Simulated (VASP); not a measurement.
Pd, 1 atom in the cell. The structure is cubic, space group Fm-3m (No. 225). The conventional cell has a = 3.941 Å, b = 3.941 Å, c = 3.941 Å, α = 90.00°, β = 90.00°, γ = 90.00°. Within 3.7 Å of Pd (site symmetry m-3m) lie 12 Pd at 2.79 Å.  This cell differs from its parent crystal: volume scaled by 1.04.

| Quantity | Value |
| --- | --- |
| Program | VASP 6.6.1 |
| Task | single point |
| Functional | PBE |
| Potentials or basis | VASP PAW PBE potentials, release 64 (Pd) |
| Cutoff | 520 eV |
| k mesh | 18 × 18 × 18 |
| Occupations | fermi-dirac, width 0.05 eV |
| Spin | no spin polarisation |
| Dipole correction | no |
| Further INCAR settings | ALGO = Normal; EDIFF = 1e-06; NBANDS = 11 |

Potentials or basis: VASP PAW PBE potentials, release 64 (Pd).

Run with:

```bash
$ cat potpaw_PBE.64/Pd/POTCAR > POTCAR
$ mpirun -np 1 vasp_std > vasp.out
```

Hardware: 1 thread of AMD EPYC 7R13, on a shared host.

How long does it take, and how much memory?

Run time: 75 s on 1 thread of AMD EPYC 7R13, on a shared host, peak memory 0.13 GiB. Counts: scf iterations 11, k points 195.
